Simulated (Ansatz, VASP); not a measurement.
# HC10 in VASP and in Ansatz

```
C H
1.0
     8.54367    0.00000    0.00000
    -2.13592    8.61105    0.00000
     0.00000    0.00000   22.77880
C H
20 2
Direct
  0.07821 0.97949 0.17560
  0.57821 0.97949 0.17560
  0.41154 0.97949 0.17560
  0.91154 0.97949 0.17560
  0.32308 0.95898 0.22918
  0.82308 0.95898 0.22918
  0.15641 0.95898 0.22918
  0.65641 0.95898 0.22918
  0.06690 0.93838 0.28268
  0.56690 0.93838 0.28268
  0.40229 0.93838 0.28268
  0.90229 0.93838 0.28268
  0.31111 0.91767 0.33642
  0.81111 0.91767 0.33642
  0.14772 0.91767 0.33642
  0.64772 0.91767 0.33642
  0.04737 0.89880 0.38539
  0.54737 0.89880 0.38539
  0.40203 0.89879 0.38539
  0.90203 0.89879 0.38539
  0.21469 0.23213 0.54343
  0.35292 0.23213 0.54343
```

Alike in both runs: task single point; functional PBE; k mesh 4 × 3 × 1; occupations gaussian, width 0.1 eV; no spin polarisation.

```csv
,VASP,Ansatz
version,VASP 6.6.1,Ansatz 0.2.0
potentials or method,"VASP PAW PBE potentials, release 64 (C, H), cutoff 520 eV","scalar-relativistic, plane waves, PAW"
valence electrons in the cell,82,82
```

```tsv
	VASP	Ansatz	Ansatz less VASP
gap on the k mesh at the Fermi level (eV)	0.26	0.26	+0.001
least direct gap on the mesh (eV)	0.36	0.36	-0.007
rms of the force components (eV/Å)	1.911	1.918	+0.0066
```

Atom by atom the forces differ by 0.024 eV/Å (rms over components).
